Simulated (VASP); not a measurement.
A run of VASP 6.6.1 is set up as follows.

INCAR

```
ALGO = Normal
EDIFF = 1E-6
ENCUT = 520
GGA = PE
ISIF = 2
ISMEAR = 0
LASPH = T
LCHARG = F
LREAL = F
LWAVE = F
NBANDS = 21
NELM = 60
PREC = Accurate
SIGMA = 0.05
```

Contents of KPOINTS:

```
k-points
0
Gamma
  8 8 8
```

POSCAR

```
PbF2
1.0
   -0.1484925000      2.9698500000      2.9698500000
    2.8213575000      0.0000000000      2.8213575000
    2.9698500000      2.9698500000     -0.1484925000
Pb F
1 2
Direct
    0.0000000000      0.0000000000      0.0000000000
    0.2500000000      0.2500000000      0.2500000000
    0.7500000000      0.7500000000      0.7500000000
```

Potentials or basis: VASP PAW PBE potentials, release 64 (Pb_d, F).

The run is started by

```sh
$ cat potpaw_PBE.64/Pb_d/POTCAR potpaw_PBE.64/F/POTCAR > POTCAR
$ mpirun -np 1 vasp_std > vasp.out
```

Estimate the largest force.

0.300 eV/Å.

What does it give for the band gap on the k mesh?

4.30 eV, indirect (least direct gap 4.49 eV).

Forces in eV/Å, atoms in the order of the input:
```
Pb   0.000  0.000  0.000
F    0.000  0.300  0.000
F    0.000 -0.300  0.000
```

Caveat: the cell differs from its parent crystal (strain -0.1000 x Voigt [0, 0, 0, 0, 1, 0]); spin-orbit coupling is left out, which moves the levels of the heavy elements. A k mesh can miss the band edges.
